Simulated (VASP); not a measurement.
# Ta (Im-3m) in VASP: settings compared

The runs below take Ta through single point, with PBE, revPBE, PBEsol+D4, r2SCAN.

Everything below comes from runs of VASP 6.6.1. Logs are shortened: lines on timing, memory, paths and dates and some standing lists are left out, and cuts for length are marked.

**1. The cell of the first run**

It takes space group Im-3m (No. 229, cubic). The conventional cell has a = 3.303 Å, b = 3.303 Å, c = 3.303 Å, α = 90.00°, β = 90.00°, γ = 90.00°. Ta (site symmetry m-3m) has 14 Ta at 2.86 to 3.30 Å within 3.8 Å.

**2. Single point, PBE**

INCAR reads:

```
SYSTEM = Ta
PREC     = Accurate       ! precision mode
ENCUT    = 520            ! plane-wave cutoff, eV
EDIFF    = 1E-6           ! SCF threshold, eV
ISMEAR   = 0              ! smearing method
SIGMA    = 0.022          ! smearing width, eV
LREAL    = .False.        ! projectors in reciprocal space
LASPH    = .True.         ! aspherical terms in the spheres
NELM     = 80             ! most SCF steps
ALGO     = Normal         ! electronic algorithm
ISIF     = 2              ! what is computed and relaxed
LWAVE    = .False.        ! write WAVECAR
LCHARG   = .True.         ! write CHGCAR
GGA      = PE             ! functional
LELF     = .True.         ! ELF
LVHAR    = .True.       
NBANDS   = 12             ! bands
```

KPOINTS reads:

```
Automatic mesh
0
Gamma
  11 11 11
  0 0 0
```

POSCAR reads:

```
Ta
1.0
   -1.6512800000      1.6512800000      1.6512800000
    1.6512800000     -1.6512800000      1.6512800000
    1.6512800000      1.6512800000     -1.6512800000
Ta
1
Direct
    0.0000000000      0.0000000000      0.0000000000
```

Potentials or basis: VASP PAW PBE potentials, release 64 (Ta_pv).

Launch:

```console
cat potpaw_PBE.64/Ta_pv/POTCAR > POTCAR
mpirun -np 1 vasp_std > vasp.out
```

OUTCAR:

```text
SYSTEM = Ta
   PREC = Accurate
   ENCUT = 520
   EDIFF = 1E-6
   ISMEAR = 0
   LREAL = .False.
   LASPH = .True.
   NELM = 80
   ISIF = 2
   GGA = PE

 ion  position               nearest neighbor table
   1  0.000  0.000  0.000-

  LATTYP: Found a body centered cubic cell.
 ALAT       =     3.3025600000

  Lattice vectors:

 A1 = (  -1.6512800000,   1.6512800000,   1.6512800000)
 A2 = (   1.6512800000,  -1.6512800000,   1.6512800000)
 A3 = (   1.6512800000,   1.6512800000,  -1.6512800000)

Analysis of symmetry for initial positions (statically):
=====================================================================
 Subroutine PRICEL returns:
 Original cell was already a primitive cell.

 Routine SETGRP: Setting up the symmetry group for a
 body centered cubic supercell.

 Subroutine GETGRP returns: Found 48 space group operations
 (whereof 48 operations were pure point group operations)
 out of a pool of 48 trial point group operations.

The static configuration has the point symmetry O_h .

Analysis of symmetry for dynamics (positions and initial velocities):
=====================================================================
 Subroutine PRICEL returns:
 Original cell was already a primitive cell.

 Routine SETGRP: Setting up the symmetry group for a
 body centered cubic supercell.

 Subroutine GETGRP returns: Found 48 space group operations
 (whereof 48 operations were pure point group operations)
 out of a pool of 48 trial point group operations.

The dynamic configuration has the point symmetry O_h .

 Subroutine INISYM returns: Found 48 space group operations
 (whereof 48 operations are pure point group operations),
 and found     1 'primitive' translations

----------------------------------------------------------------------------------------

                                     Primitive cell

  volume of cell :      18.0104

  direct lattice vectors                    reciprocal lattice vectors
    -1.651280000  1.651280000  1.651280000     0.000000000  0.302795407  0.302795407
     1.651280000 -1.651280000  1.651280000     0.302795407  0.000000000  0.302795407
     1.651280000  1.651280000 -1.651280000     0.302795407  0.302795407  0.000000000

  length of vectors
     2.860100858  2.860100858  2.860100858     0.428217371  0.428217371  0.428217371

  position of ions in fractional coordinates (direct lattice)
     0.000000000  0.000000000  0.000000000

  ion indices of the primitive-cell ions
   primitive index   ion index
                 1           1

----------------------------------------------------------------------------------------

 KPOINTS: Automatic mesh

Automatic generation of k-mesh.
 Grid dimensions read from file:
 generate k-points for:   11   11   11

 Generating k-lattice:

  Cartesian coordinates                     Fractional coordinates (reciprocal lattice)
     0.000000000  0.027526855  0.027526855     0.090909091  0.000000000  0.000000000
     0.027526855  0.000000000  0.027526855     0.000000000  0.090909091  0.000000000
     0.027526855  0.027526855  0.000000000     0.000000000  0.000000000  0.090909091

  Length of vectors
     0.038928852  0.038928852  0.038928852

  Shift w.r.t. Gamma in fractional coordinates (k-lattice)
     0.000000000  0.000000000  0.000000000

 Subroutine IBZKPT returns following result:
 ===========================================

 Found     56 irreducible k-points:

 Following reciprocal coordinates:
            Coordinates               Weight
  0.000000  0.000000  0.000000      1.000000
  0.090909  0.000000  0.000000     12.000000
  0.181818  0.000000  0.000000     12.000000
  0.272727  0.000000  0.000000     12.000000
  0.363636  0.000000  0.000000     12.000000
  0.454545  0.000000  0.000000     12.000000
[... 16 lines left out ...]
  0.272727  0.181818  0.090909     48.000000
  0.363636  0.181818  0.090909     24.000000
 [... further k-points ...]
   k-points           NKPTS =     56   k-points in BZ     NKDIM =     56   number of bands    NBANDS=     12
   number of dos      NEDOS =    301   number of ions     NIONS =      1
   total plane-waves  NPLWV =  13824
   dimension x,y,z NGX =    24 NGY =   24 NGZ =   24
   dimension x,y,z NGXF=    48 NGYF=   48 NGZF=   48
   ions per type =               1
   NGX,Y,Z   is equivalent  to a cutoff of  13.95, 13.95, 13.95 a.u.
   NGXF,Y,Z  is equivalent  to a cutoff of  27.90, 27.90, 27.90 a.u.
 SYSTEM =  Ta
   PREC   = accura    normal or accurate (medium, high low for compatibility)
   ISTART =      0    job   : 0-new  1-cont  2-samecut
   ICHARG =      2    charge: 1-file 2-atom 10-const
   ISPIN  =      1    spin polarized calculation?
   LNONCOLLINEAR =      F non collinear calculations
   LSORBIT =      F    spin-orbit coupling
   LASPH  =      T    aspherical Exc in radial PAW
   ENCUT  =  520.0 eV  38.22 Ry    6.18 a.u.   5.32  5.32  5.32*2*pi/ulx,y,z
   NELM   =     80;   NELMIN=  2; NELMDL= -5     # of ELM steps
   EDIFF  = 0.1E-05   stopping-criterion for ELM
   LREAL  =      F    real-space projection
   EDIFFG = 0.1E-04   stopping-criterion for IOM
   NSW    =      0    number of steps for IOM
   IBRION =     -1    ionic relax: 0-MD 1-quasi-New 2-CG
   NFREE  =      0    steps in history (QN), initial steepest desc. (CG)
   ISIF   =      2    stress and relaxation
   ISYM   =      2    0-nonsym 1-usesym 2-fastsym
   POTIM  = 0.5000    time-step for ionic-motion
   TEBEG  =    0.0;   TEEND  =   0.0 temperature during run
   PSTRESS=    0.0 pullay stress
   NELECT =      11.0000    total number of electrons
   NUPDOWN=      -1.0000    fix difference up-down
   EMIN   =  10.00;   EMAX   =-10.00  energy-range for DOS
   EFERMI =   0.00;   METHOD = LEGACY
   ISMEAR =     0;   SIGMA  =   0.02  broadening in eV -4-tet -1-fermi 0-gaus
   EFERMI_NEDOS =   21; number of points for ismear=-14 and -15
   IALGO  =     38    algorithm
   IMIX   =      4    mixing-type and parameters
     AMIX     =   0.40;   BMIX     =  1.00
     AMIX_MAG =   1.60;   BMIX_MAG =  1.00
  volume/ion in A,a.u.               =      18.01       121.54
  Fermi-wavevector in a.u.,A,eV,Ry     =   1.388988  2.624806 26.249534  1.929286
  Thomas-Fermi vector in A             =   2.513061
   LORBIT       =      0    0 simple, 1 ext, 2 COOP (PROOUT), +10 PAW based schemes
   GGA     = PE    functional components
   LHFCALC =     F    Hartree Fock is set to
   AEXX    =    0.0000 exact exchange contribution
   IVDW    =     0    specifies the selected vdW correction
   LEPSILON=     F    determine dielectric tensor
   LRPA    =     F    only Hartree local field effects (RPA)
 non-spin polarized calculation
 Gauss-broadening in eV      SIGMA  =   0.02
  energy-cutoff  :      520.00
  volume of cell :       18.01
 maximum number of plane-waves:       494
 NGX is ok and might be reduce to    24
   NGX = 11   NGY = 11   NGZ = 11

 number of electron      11.0000002 magnetization

 Free energy of the ion-electron system (eV)
  ---------------------------------------------------
  ext. energy  EPLUGINS =         0.00000000
  ---------------------------------------------------
  free energy    TOTEN  =       -11.81530536 eV

  energy without entropy =      -11.81522638  energy(sigma->0) =      -11.81526587

 E-fermi :   5.4512     XC(G=0): -12.6163

 val. band max:        5.4264757888   @ k =   0.1818   0.0000   0.0000
 cond. band min:       5.5132622495   @ k =   0.3636   0.1818   0.0909
 fundamental gap:      0.0867864607
 Fermi energy:         5.4512259647

 k-point     1 :       0.0000    0.0000    0.0000
  band No.  band energies     occupation
      1     -27.5730      2.00000
      2     -27.5730      2.00000
      3     -27.5730      2.00000
      4      -2.4301      2.00000
      5       6.2279      0.00000
      6       6.2279      0.00000
      7       6.2279      0.00000
      8       9.5002      0.00000
      9       9.5002      0.00000
     10      20.1984      0.00000
     11      20.4969      0.00000
     12      20.4969      0.00000

 k-point     2 :       0.0909    0.0000    0.0000
  band No.  band energies     occupation
      1     -27.6742      2.00000
      2     -27.6042      2.00000
      3     -27.5736      2.00000
      4      -2.0645      2.00000
      5       5.9936      0.00000
      6       6.1472      0.00000
      7       6.5887      0.00000
      8       9.1531      0.00000
      9       9.5030      0.00000
     10      20.1980      0.00000
     11      20.8125      0.00000
     12      21.1381      0.00000

 k-point     3 :       0.1818    0.0000    0.0000
  band No.  band energies     occupation
      1     -27.9380      2.00000
      2     -27.6868      2.00000
      3     -27.5751      2.00000
      4      -1.0749      2.00000
      5       5.4265      1.88839
      6       5.7662      0.00000
      7       7.6414      0.00000
      8       8.8023      0.00000
      9       9.5591      0.00000
     10      20.1970      0.00000
     11      21.2269      0.00000
     12      22.9105      0.00000

 k-point     4 :       0.2727    0.0000    0.0000
  band No.  band energies     occupation
      1     -28.2684      2.00000
      2     -27.7933      2.00000
      3     -27.5771      2.00000
      4       0.1611      2.00000
      5       4.7848      2.00000
      6       5.3422      2.00000
      7       9.0026      0.00000
      8       9.2859      0.00000
      9       9.7480      0.00000
     10      20.1909      0.00000
     11      20.3059      0.00000
     12      21.6903      0.00000

 k-point     5 :       0.3636    0.0000    0.0000
  band No.  band energies     occupation
      1     -28.5585      2.00000
      2     -27.8892      2.00000
      3     -27.5791      2.00000
      4       0.9498      2.00000
      5       4.2678      2.00000
      6       5.7506      0.00000
      7       9.3738      0.00000
      8      10.0704      0.00000
      9      11.2894      0.00000
     10      18.6714      0.00000
     11      19.1667      0.00000
     12      20.2167      0.00000
[... 228 lines left out ...]
      1     -27.7083      2.00000
      2     -27.6357      2.00000
      3     -27.6357      2.00000
      4      -1.7073      2.00000
      5       6.1468      0.00000
      6       6.1468      0.00000
      7       6.5757      0.00000
      8       8.3722      0.00000
      9       9.9011      0.00000
     10      20.1977      0.00000
     11      21.7302      0.00000
     12      21.7527      0.00000

 k-point    22 :       0.1818    0.1818    0.0909
  band No.  band energies     occupation
      1     -28.4843      2.00000
      2     -27.8729      2.00000
      3     -27.7292      2.00000
      4       2.0263      2.00000
      5       4.1600      2.00000
      6       4.3105      2.00000
      7       9.5767      0.00000
      8      10.1545      0.00000
      9      12.7100      0.00000
     10      18.6840      0.00000
     11      20.2091      0.00000
     12      20.9921      0.00000

 k-point    23 :       0.2727    0.1818    0.0909
  band No.  band energies     occupation
      1     -28.5386      2.00000
      2     -28.0292      2.00000
      3     -27.7578      2.00000
      4       2.6355      2.00000
      5       3.9671      2.00000
      6       4.8681      2.00000
      7       9.8428      0.00000
      8      10.3963      0.00000
      9      14.6681      0.00000
     10      15.8722      0.00000
     11      19.5203      0.00000
     12      20.2043      0.00000

 k-point    24 :       0.3636    0.1818    0.0909
  band No.  band energies     occupation
      1     -28.5415      2.00000
      2     -28.1074      2.00000
      3     -27.7657      2.00000
      4       2.6601      2.00000
      5       3.9070      2.00000
      6       5.5133      0.00007
      7       9.9273      0.00000
      8      10.5011      0.00000
      9      14.5989      0.00000
     10      15.6152      0.00000
     11      18.8923      0.00000
     12      20.2035      0.00000

 [... further k-points ...]
[... 5 lines left out ...]
  --------------------------------------------------------------------------------------
  -------------------------------------------------------------------------------------
  Total        0.2503850      0.2503850      0.2503850     -0.0000000      0.0000000     -0.0000000
  in kB       22.2739259     22.2739259     22.2739259     -0.0000000      0.0000000     -0.0000000
  external PRESSURE =      22.2739259 kB  Pullay stress =       0.0000000 kB

 VOLUME and BASIS-vectors are now :
 -----------------------------------------------------------------------------
  energy-cutoff  :      520.00
  volume of cell :       18.01
      direct lattice vectors                 reciprocal lattice vectors
    -1.651280000  1.651280000  1.651280000     0.000000000  0.302795407  0.302795407
     1.651280000 -1.651280000  1.651280000     0.302795407  0.000000000  0.302795407
     1.651280000  1.651280000 -1.651280000     0.302795407  0.302795407  0.000000000

 POSITION                                       TOTAL-FORCE (eV/Angst)
 -----------------------------------------------------------------------------------
      0.00000      0.00000      0.00000         0.000000      0.000000     -0.000000
 -----------------------------------------------------------------------------------
    total drift:                               -0.000000      0.000000     -0.000000

  FREE ENERGIE OF THE ION-ELECTRON SYSTEM (eV)
  ---------------------------------------------------
  free  energy   TOTEN  =       -11.8153053626 eV

  energy  without entropy=      -11.8152263846  energy(sigma->0) =      -11.81526587
```

Run time: 4 s. Hardware: 1 thread of Intel Xeon 6975P-C (Granite Rapids), shared host; peak memory 0.14 GiB.

Results:

- Free energy: -11.8153 eV
- Pressure: 2.2 GPa

Levels at points of the mesh, in eV from the Fermi level:
```tsv
k point	band 1	band 2	band 3	band 4	band 5	band 6	band 7	band 8	band 9	band 10
(0.00, 0.00, 0.00)	-33.02	-33.02	-33.02	-7.88	0.78	0.78	0.78	4.05	4.05	14.75
```

Caveat: spin-orbit coupling is left out, which moves the levels of the heavy elements.

**3. Single point, revPBE**

INCAR reads:

```
  ALGO = Normal
  EDIFF = 1E-6
  ENCUT = 520
  GGA = RE
  ISIF = 2
  ISMEAR = -1
  LASPH = T
  LCHARG = F
  LREAL = F
  LWAVE = F
  NBANDS = 12
  NELM = 60
  PREC = Accurate
  SIGMA = 0.05
```

KPOINTS reads:

```
k-points
0
Gamma
  11 11 11
```

POSCAR is that of step 2.

Potentials or basis: VASP PAW PBE potentials, release 64 (Ta_pv).

Launch:

```console
cat potpaw_PBE.64/Ta_pv/POTCAR > POTCAR
mpirun -np 1 vasp_std > vasp.out
```

OUTCAR:

```text
EDIFF = 1E-6
   ENCUT = 520
   GGA = RE
   ISIF = 2
   ISMEAR = -1
   LASPH = T
   LREAL = F
   NELM = 60
   PREC = Accurate

 ion  position               nearest neighbor table
   1  0.000  0.000  0.000-

  LATTYP: Found a body centered cubic cell.
 ALAT       =     3.3025600000

  Lattice vectors:

 A1 = (  -1.6512800000,   1.6512800000,   1.6512800000)
 A2 = (   1.6512800000,  -1.6512800000,   1.6512800000)
 A3 = (   1.6512800000,   1.6512800000,  -1.6512800000)

[... 528 lines left out ...]
      3     -27.7305      2.00000
      4       2.7256      2.00000
      5       3.9721      2.00000
      6       5.5643      0.82558
      7      10.0044      0.00000
      8      10.5783      0.00000
      9      14.6864      0.00000
     10      15.6686      0.00000
     11      18.9378      0.00000
     12      20.2986      0.00000

 [... further k-points ...]
[... 5 lines left out ...]
  --------------------------------------------------------------------------------------
  -------------------------------------------------------------------------------------
  Total        0.5833736      0.5833736      0.5833736     -0.0000000     -0.0000000      0.0000000
  in kB       51.8961552     51.8961552     51.8961552     -0.0000000     -0.0000000      0.0000000
  external PRESSURE =      51.8961552 kB  Pullay stress =       0.0000000 kB

 VOLUME and BASIS-vectors are now :
 -----------------------------------------------------------------------------
  energy-cutoff  :      520.00
  volume of cell :       18.01
      direct lattice vectors                 reciprocal lattice vectors
    -1.651280000  1.651280000  1.651280000     0.000000000  0.302795407  0.302795407
     1.651280000 -1.651280000  1.651280000     0.302795407  0.000000000  0.302795407
     1.651280000  1.651280000 -1.651280000     0.302795407  0.302795407  0.000000000

 POSITION                                       TOTAL-FORCE (eV/Angst)
 -----------------------------------------------------------------------------------
      0.00000      0.00000      0.00000        -0.000000      0.000000      0.000000
 -----------------------------------------------------------------------------------
    total drift:                               -0.000000      0.000000      0.000000

  FREE ENERGIE OF THE ION-ELECTRON SYSTEM (eV)
  ---------------------------------------------------
  free  energy   TOTEN  =       -11.4128992558 eV

  energy  without entropy=      -11.4042760168  energy(sigma->0) =      -11.40858764
```

OSZICAR:

```text
N       E                     dE             d eps       ncg     rms          rms(c)
DAV:   1     0.620255582091E+02    0.62026E+02   -0.61972E+03  1344   0.875E+02
DAV:   2    -0.108920931710E+02   -0.72918E+02   -0.71215E+02  1492   0.248E+02
DAV:   3    -0.118483971408E+02   -0.95630E+00   -0.95085E+00  1628   0.268E+01
DAV:   4    -0.118507747396E+02   -0.23776E-02   -0.23773E-02  1448   0.149E+00
DAV:   5    -0.118507828049E+02   -0.80654E-05   -0.80654E-05  1640   0.834E-02    0.133E+01
DAV:   6    -0.115160588153E+02    0.33472E+00   -0.27656E-01  1560   0.571E+00    0.654E+00
DAV:   7    -0.114129835625E+02    0.10308E+00   -0.24334E-01  1560   0.508E+00    0.396E-01
DAV:   8    -0.114128808424E+02    0.10272E-03   -0.10969E-02  1460   0.700E-01    0.867E-02
DAV:   9    -0.114129079897E+02   -0.27147E-04   -0.43438E-05  1572   0.737E-02    0.269E-02
DAV:  10    -0.114128991491E+02    0.88406E-05   -0.35971E-06  1492   0.216E-02    0.439E-03
DAV:  11    -0.114128992558E+02   -0.10665E-06   -0.41492E-07   816   0.706E-03
   1 F= -.11412899E+02 E0= -.11408588E+02  d E =-.862324E-02
```

It took 3.7 s on 1 thread of Intel Xeon 6975P-C (Granite Rapids), shared host; peak memory 0.14 GiB.

Results:

* Free energy: -11.4129 eV
* Pressure: 5.2 GPa

Caveat: the PAW data sets were made with another functional, which shifts forces and pressure a little; spin-orbit coupling is left out, which moves the levels of the heavy elements.

(Part 1 of 2 ends here.)
